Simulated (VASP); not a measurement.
# Cd (Fm-3m) in VASP: single point with PBEsol+D4

Aim: the single point of Cd with PBEsol+D4.

Program: VASP 6.6.1. These are calculated values, not measurements. Logs are shortened: lines on timing, memory, paths and dates and some standing lists are left out, and cuts for length are marked.

### 1 The cell of the first run

The structure is cubic, space group Fm-3m (No. 225). Conventional cell: a = 7.081 Å, b = 7.081 Å, c = 7.081 Å, α = 90.00°, β = 90.00°, γ = 90.00°. Within 4.0 Å of Cd (site symmetry m-3m) lie 8 Cd at 3.07 Å. Within 4.0 Å of Cd (site symmetry -43m) lie 10 Cd at 3.07 to 3.54 Å.

### 2 Single point, PBEsol+D4

File INCAR:

```
  PREC = Accurate
  ENCUT = 520
  EDIFF = 1E-6
  ISMEAR = -1
  SIGMA = 0.15
  LREAL = False
  LASPH = True
  NELM = 60
  ALGO = Normal
  ISIF = 2
  LWAVE = False
  LCHARG = False
  GGA = PS
  IVDW = 13
  NBANDS = 25
```

File KPOINTS:

```
Automatic mesh
0
Gamma
  6 6 6
```

File POSCAR:

```
Cd
1.0
    0.0000000000      3.5403250000      3.5403250000
    3.5403250000      0.0000000000      3.5403250000
    3.5403250000      3.5403250000      0.0000000000
Cd
3
Direct
    0.0000000000      0.0000000000      0.0000000000
    0.2500000000      0.2500000000      0.2500000000
    0.7500000000      0.7500000000      0.7500000000
```

Potentials or basis: VASP PAW PBE potentials, release 64 (Cd).

The run is started by

```console
> cat potpaw_PBE.64/Cd/POTCAR > POTCAR
> mpirun -np 1 vasp_std > vasp.out
```

OUTCAR:

```text
PREC = Accurate
   ENCUT = 520
   EDIFF = 1E-6
   ISMEAR = -1
   LREAL = False
   LASPH = True
   NELM = 60
   ISIF = 2
   GGA = PS
   IVDW = 13

 ion  position               nearest neighbor table
   1  0.000  0.000  0.000-   3 3.07   3 3.07   3 3.07   2 3.07   3 3.07   2 3.07   2 3.07   2 3.07

   2  0.250  0.250  0.250-   1 3.07   1 3.07   1 3.07   1 3.07   3 3.54   3 3.54   3 3.54   3 3.54
                             3 3.54   3 3.54
   3  0.750  0.750  0.750-   1 3.07   1 3.07   1 3.07   1 3.07   2 3.54   2 3.54   2 3.54   2 3.54
                             2 3.54   2 3.54

  LATTYP: Found a face centered cubic cell.
 ALAT       =     7.0806500000

  Lattice vectors:

 A1 = (   0.0000000000,   3.5403250000,   3.5403250000)
 A2 = (   3.5403250000,   0.0000000000,   3.5403250000)
 A3 = (   3.5403250000,   3.5403250000,   0.0000000000)

Analysis of symmetry for initial positions (statically):
=====================================================================
 Subroutine PRICEL returns:
 Original cell was already a primitive cell.

 Routine SETGRP: Setting up the symmetry group for a
 face centered cubic supercell.

 Subroutine GETGRP returns: Found 48 space group operations
 (whereof 48 operations were pure point group operations)
 out of a pool of 48 trial point group operations.

The static configuration has the point symmetry O_h .

Analysis of symmetry for dynamics (positions and initial velocities):
=====================================================================
 Subroutine PRICEL returns:
 Original cell was already a primitive cell.

 Routine SETGRP: Setting up the symmetry group for a
 face centered cubic supercell.

 Subroutine GETGRP returns: Found 48 space group operations
 (whereof 48 operations were pure point group operations)
 out of a pool of 48 trial point group operations.

The dynamic configuration has the point symmetry O_h .

 Subroutine INISYM returns: Found 48 space group operations
 (whereof 48 operations are pure point group operations),
 and found     1 'primitive' translations

----------------------------------------------------------------------------------------

                                     Primitive cell

  volume of cell :      88.7482

  direct lattice vectors                    reciprocal lattice vectors
[... 75 lines left out ...]
   LNONCOLLINEAR =      F non collinear calculations
   LSORBIT =      F    spin-orbit coupling
   LASPH  =      T    aspherical Exc in radial PAW
   ENCUT  =  520.0 eV  38.22 Ry    6.18 a.u.   9.31  9.31  9.31*2*pi/ulx,y,z
   NELM   =     60;   NELMIN=  2; NELMDL= -5     # of ELM steps
   EDIFF  = 0.1E-05   stopping-criterion for ELM
   LREAL  =      F    real-space projection
   EDIFFG = 0.1E-04   stopping-criterion for IOM
   NSW    =      0    number of steps for IOM
   IBRION =     -1    ionic relax: 0-MD 1-quasi-New 2-CG
   NFREE  =      0    steps in history (QN), initial steepest desc. (CG)
   ISIF   =      2    stress and relaxation
   ISYM   =      2    0-nonsym 1-usesym 2-fastsym
   POTIM  = 0.5000    time-step for ionic-motion
   TEBEG  =    0.0;   TEEND  =   0.0 temperature during run
   PSTRESS=    0.0 pullay stress
   NELECT =      36.0000    total number of electrons
   NUPDOWN=      -1.0000    fix difference up-down
   EMIN   =  10.00;   EMAX   =-10.00  energy-range for DOS
   EFERMI =   0.00;   METHOD = LEGACY
   ISMEAR =    -1;   SIGMA  =   0.15  broadening in eV -4-tet -1-fermi 0-gaus
   EFERMI_NEDOS =   21; number of points for ismear=-14 and -15
   IALGO  =     38    algorithm
   IMIX   =      4    mixing-type and parameters
     AMIX     =   0.40;   BMIX     =  1.00
     AMIX_MAG =   1.60;   BMIX_MAG =  1.00
  volume/ion in A,a.u.               =      29.58       199.63
  Fermi-wavevector in a.u.,A,eV,Ry     =   1.211870  2.290101 19.981894  1.468628
  Thomas-Fermi vector in A             =   2.347372
   LORBIT       =      0    0 simple, 1 ext, 2 COOP (PROOUT), +10 PAW based schemes
   GGA     = PS    functional components
   LHFCALC =     F    Hartree Fock is set to
   AEXX    =    0.0000 exact exchange contribution
   IVDW    =    13    specifies the selected vdW correction
   LEPSILON=     F    determine dielectric tensor
   LRPA    =     F    only Hartree local field effects (RPA)
 non-spin polarized calculation
  energy-cutoff  :      520.00
  volume of cell :       88.75
 maximum number of plane-waves:      2421
 NGX is ok and might be reduce to    40
   NGX = 19   NGY = 19   NGZ = 19

 number of electron      36.0000002 magnetization

 Free energy of the ion-electron system (eV)
  ---------------------------------------------------
  ext. energy  EPLUGINS =         0.00000000
  ---------------------------------------------------
  free energy    TOTEN  =        -2.99200930 eV

  energy without entropy =       -2.87232038  energy(sigma->0) =       -2.93216484

 E-fermi :   0.6653     XC(G=0):  -9.4871

 val. band max:        0.6440164218   @ k =   0.5000   0.3333   0.0000
 cond. band min:       0.7006240472   @ k =   0.1667   0.0000   0.0000
 fundamental gap:      0.0566076254
 Fermi energy:         0.6653076970

 k-point     1 :       0.0000    0.0000    0.0000
  band No.  band energies     occupation
      1      -8.2554      2.00000
      2      -8.2554      2.00000
      3      -8.1043      2.00000
      4      -8.1043      2.00000
      5      -8.1043      2.00000
      6      -7.8816      2.00000
[... 437 lines left out ...]
     24       9.5600      0.00000
     25      10.4178      0.00000

------------------------ aborting loop because EDIFF is reached ----------------------------------------

  DFT-D4 for vdW energy calculation

  Edisp (eV):   -0.52483

  FORCE on cell =-STRESS in cart. coord.  units (eV):
  Direction    XX          YY          ZZ          XY          YZ          ZX
  --------------------------------------------------------------------------------------
  -------------------------------------------------------------------------------------
  Total      -3.33003    -3.33003    -3.33003     0.00000    -0.00000     0.00000
  in kB     -60.11730   -60.11730   -60.11730     0.00000    -0.00000     0.00000
  external pressure =      -60.12 kB  Pullay stress =        0.00 kB

 VOLUME and BASIS-vectors are now :
 -----------------------------------------------------------------------------
  energy-cutoff  :      520.00
  volume of cell :       88.75
      direct lattice vectors                 reciprocal lattice vectors
     0.000000000  3.540325000  3.540325000    -0.141229972  0.141229972  0.141229972
     3.540325000  0.000000000  3.540325000     0.141229972 -0.141229972  0.141229972
     3.540325000  3.540325000  0.000000000     0.141229972  0.141229972 -0.141229972

 POSITION                                       TOTAL-FORCE (eV/Angst)
 -----------------------------------------------------------------------------------
      0.00000      0.00000      0.00000        -0.000000     -0.000000     -0.000000
      1.77016      1.77016      1.77016         0.000000     -0.000000     -0.000000
      5.31049      5.31049      5.31049         0.000000      0.000000      0.000000
 -----------------------------------------------------------------------------------
    total drift:                               -0.000000     -0.000000      0.000000

  FREE ENERGIE OF THE ION-ELECTRON SYSTEM (eV)
  ---------------------------------------------------
  free  energy   TOTEN  =        -3.5168371782 eV

  energy  without entropy=       -3.3971482621  energy(sigma->0) =       -3.45699272
```

stdout:

```text
POSCAR found type information on POSCAR Cd
 POSCAR found :  1 types and       3 ions
 scaLAPACK will be used
 -----------------------------------------------------------------------------
|                                                                             |
|                                                                             |
|     You enforced a specific xc type in the INCAR file but a different       |
|     I HOPE YOU KNOW WHAT YOU ARE DOING!                                     |
|                                                                             |
 -----------------------------------------------------------------------------

 LDA part: xc-table for (Slater+PW92), standard interpolation
 POSCAR, INCAR and KPOINTS ok, starting setup
 FFT: planning ... GRIDC
 FFT: planning ... GRID_SOFT
 FFT: planning ... GRID
 WAVECAR not read
 entering main loop
```

Wall time 32 s (1 thread of Intel Xeon Platinum 8488C (Sapphire Rapids), shared host); peak memory 0.23 GiB.

What came out:

```yaml
Free_energy: -3.5168 eV
Pressure: -6.0 GPa
Band_gap_on_the_k_mesh: zero (band 18 reaches 3.60 eV, above the bottom of band 19 at -0.25 eV)
Dispersion_energy_per_atom: -0.175 eV
```

Caveat: the PAW data sets were made with another functional, which shifts forces and pressure a little; pairwise dispersion overbinds metals, which lowers pressure and volume.
